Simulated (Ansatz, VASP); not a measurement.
Two plane-wave programs on AlN

File INCAR:

```
SYSTEM = AlN
PREC = Accurate
ENCUT = 600
EDIFF = 1E-6
ISMEAR = -1
SIGMA = 0.2
LREAL = .False.
LASPH = .True.
NELM = 120
ALGO = Normal
ISIF = 2
LWAVE = .False.
LCHARG = .False.
GGA = CA
NBANDS = 16
GGA_COMPAT = .False.
```

File KPOINTS:

```
regular mesh
0
Gamma
  12 12 6
  0 0 0
```

Contents of POSCAR:

```
AlN
1.0
    3.5678685258      0.0000000000      0.0000000000
   -1.7839342629      3.0898647807      0.0000000000
    0.0000000000      0.0000000000      3.6087323976
Al N
2 2
Direct
    0.3333333333      0.6666666667      0.7500000000
    0.6666666667      0.3333333333      0.2500000000
    0.3333333333      0.6666666667      0.2500000000
    0.6666666667      0.3333333333      0.7500000000
```

Input for Ansatz:

```yaml
crystal:
  lattice:
    - [3.5678685258, 0.0, 0.0]
    - [-1.7839342629, 3.0898647807, 0.0]
    - [0.0, 0.0, 3.6087323976]
  atoms:
    - { symbol: Al, position: [0.3333333333, 0.6666666667, 0.75] }
    - { symbol: Al, position: [0.6666666667, 0.3333333333, 0.25] }
    - { symbol: "N", position: [0.3333333333, 0.6666666667, 0.25] }
    - { symbol: "N", position: [0.6666666667, 0.3333333333, 0.75] }
basis:
  ecutwfc: 420
kpoints:
  mp_grid: { grid: [12, 12, 6] }
hamiltonian:
  xc: lda
scf:
  occupations: { method: fermi_dirac, width: 0.2 }
output:
  forces: true
  stress: true
  eigenvalues: true
```

Alike in both runs: task single point; functional LDA; k mesh 12 × 12 × 6; occupations fermi-dirac, width 0.2 eV; no spin polarisation.

|  | VASP | Ansatz |
| --- | --- | --- |
| version | VASP 6.6.1 | Ansatz 0.2.0 |
| potentials or method | VASP PAW LDA potentials, release 64 (Al, N), cutoff 600 eV | scalar-relativistic, plane waves, PAW |
| valence electrons in the cell | 16 | 16 |

Ansatz gave:

- gap on the k mesh at the Fermi level (eV): 3.14
- least direct gap on the mesh (eV): 3.92
- pressure (GPa): 5.0
- traceless stress, the component that is largest in VASP (GPa): 38.68

Which values does VASP return?

gap on the k mesh at the Fermi level (eV): 3.14; least direct gap on the mesh (eV): 3.92; pressure (GPa): 5.7; traceless stress, the component that is largest in VASP (GPa): 39.89.

LDA's correlation is that of Perdew and Zunger in VASP and of Perdew and Wang (1992) in Ansatz.
